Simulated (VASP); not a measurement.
Input of a VASP 6.6.1 run:

File POSCAR:

```
AlSn
1.0
    4.2259084499      0.0000000000      0.0000000000
   -2.1129542249      3.6597440716      0.0000000000
    0.0000000000      0.0000000000      3.3287472872
Sn Al
1 1
Direct
    0.3333333333      0.6666666667      0.5000000000
    0.0000000000      0.0000000000      0.0000000000
```

INCAR.step1

```
SYSTEM = AlSn
PREC = Accurate
ENCUT = 520
EDIFF = 1E-5
ISMEAR = -1
SIGMA = 0.05
LREAL = .FALSE.
LASPH = .TRUE.
NELM = 80
ALGO = Normal
ISIF = 2
LWAVE = .TRUE.
LCHARG = .FALSE.
GGA = PE
NBANDS = 16
```

Contents of INCAR.step2:

```
SYSTEM = AlSn
PREC = Accurate
ENCUT = 520
EDIFF = 1E-6
ISMEAR = -1
SIGMA = 0.05
LREAL = .FALSE.
LASPH = .TRUE.
NELM = 80
ALGO = Normal
ISIF = 2
LWAVE = .FALSE.
LCHARG = .FALSE.
GGA = PE
LHFCALC = .TRUE.
AEXX = 0.25
PRECFOCK = Normal
ISTART = 1
NBANDS = 16
```

The input KPOINTS:

```
regular mesh
0
G
  4 4 6
  0 0 0
```

Potentials or basis: VASP PAW PBE potentials, release 64 (Sn_d, Al).

Launch:

```console
$ cat potpaw_PBE.64/Sn_d/POTCAR potpaw_PBE.64/Al/POTCAR > POTCAR
$ cp INCAR.step1 INCAR
$ mpirun -np 1 vasp_std > vasp.out
$ cp INCAR.step2 INCAR
$ mpirun -np 1 vasp_std > vasp.out
```

Task: What does it give for the band gap on the k mesh?

Result: Zero (an odd number of electrons rules out a gap without spin polarisation).

Task: Estimate the pressure.

Result: -2.2 GPa.

Stress tensor (GPa, compression positive):
```
-4.66  0.00  0.00
 0.00 -4.66  0.00
 0.00  0.00  2.79
```

Caveat: the k points lie up to 0.43 Å⁻¹ apart, too coarse for converged energies and pressures of a metal; the PAW data sets were made with another functional, which shifts forces and pressure a little; spin-orbit coupling is left out, which moves the levels of the heavy elements.
